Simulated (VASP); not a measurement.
Write the native input for VASP 6.6.1 that does the following.

```yaml
Task: single point
Functional: LDA
Potentials_or_basis: VASP PAW LDA potentials, release 64 (In_d, F)
Cutoff: 520 eV
k_mesh: 6 × 6 × 6
Occupations: gaussian, width 0.02 eV
Spin: no spin polarisation
Dipole_correction: no
Further_INCAR_settings: ALGO = Normal; EDIFF = 1e-06; NBANDS = 44
```

The structure of InF3 lies in POSCAR:

```
InF3
1.0
    2.4656734924      1.4235572546      4.8533273547
   -2.4656734924      1.4235572546      4.8533273547
    0.0000000000     -2.8471145091      4.8533273547
In F
2 6
Direct
    0.0000000000      0.0000000000      0.0000000000
    0.5000000000      0.5000000000      0.5000000000
    0.9213397051      0.5786602949      0.2500000000
    0.2500000000      0.9213397051      0.5786602949
    0.5786602949      0.2500000000      0.9213397051
    0.0786602949      0.4213397051      0.7500000000
    0.7500000000      0.0786602949      0.4213397051
    0.4213397051      0.7500000000      0.0786602949
```

This cell differs from its parent crystal: volume scaled by 0.94, then relaxed in part.

One way to write it, as run:

INCAR

```
PREC     = Accurate       # precision mode
ENCUT    = 520            # plane-wave cutoff, eV
EDIFF    = 1E-6           # SCF threshold, eV
ISMEAR   = 0              # smearing method
SIGMA    = 0.02           # smearing width, eV
LREAL    = False          # projectors in reciprocal space
LASPH    = True           # aspherical terms in the spheres
NELM     = 60             # most SCF steps
ALGO     = Normal         # electronic algorithm
ISIF     = 2              # what is computed and relaxed
LWAVE    = False          # write WAVECAR
LCHARG   = True           # write CHGCAR
LELF     = True           # ELF
LVHAR    = True         
NBANDS   = 44             # bands
```

KPOINTS

```
Automatic mesh
0
Gamma
  6 6 6
```

Potentials or basis: VASP PAW LDA potentials, release 64 (In_d, F).

Launch:

```console
$ cat potpaw_LDA.64/In_d/POTCAR potpaw_LDA.64/F/POTCAR > POTCAR
$ mpirun -np 1 vasp_std > vasp.out
```

It gave:

```
Pressure               : 3.0 GPa
Largest force          : 0.052 eV/Å
Band gap on the k mesh : 4.24 eV, direct
```

Caveat: spin-orbit coupling is left out, which moves the levels of the heavy elements.

Wall time 83 s on 1 thread of Intel(R) Xeon(R) 6975P-C (Granite Rapids), with other jobs on the host, peak memory 0.27 GiB.
